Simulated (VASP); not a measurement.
Runs of VASP 6.6.1 on C. The structure is that of space group Im-3m (No. 229), or close to it. The cells are those of the table. 

```csv
task,cell,cutoff (eV),gap on the mesh (eV),pressure (GPa)
single point,"a = 2.075 Å, angles 70.5, 109.5, 70.5°, 1 atom",520,none,-3.5
relaxation of cell and atoms,"relaxed from a = 2.061 Å, angles 70.5, 109.5, 70.5°, 1 atom",600,none,-0.1
single point,"a = 2.061 Å, angles 70.5, 109.5, 70.5°, 1 atom",520,none,0.1
single point,"a = 2.047 Å, angles 70.5, 109.5, 70.5°, 1 atom",520,none,(a)
```

Alike in all rows: level PBE; potentials or basis VASP PAW PBE potentials, release 64 (C); no spin polarisation; k mesh 12 × 12 × 12; smearing gaussian 0.02 eV.

Question: Estimate the missing entries.

Answer: (a) 4.2.

Caveats: the relaxation stopped at its first step, so nothing moved (some runs).

A gap of «none» marks levels without a gap at the run's occupations.
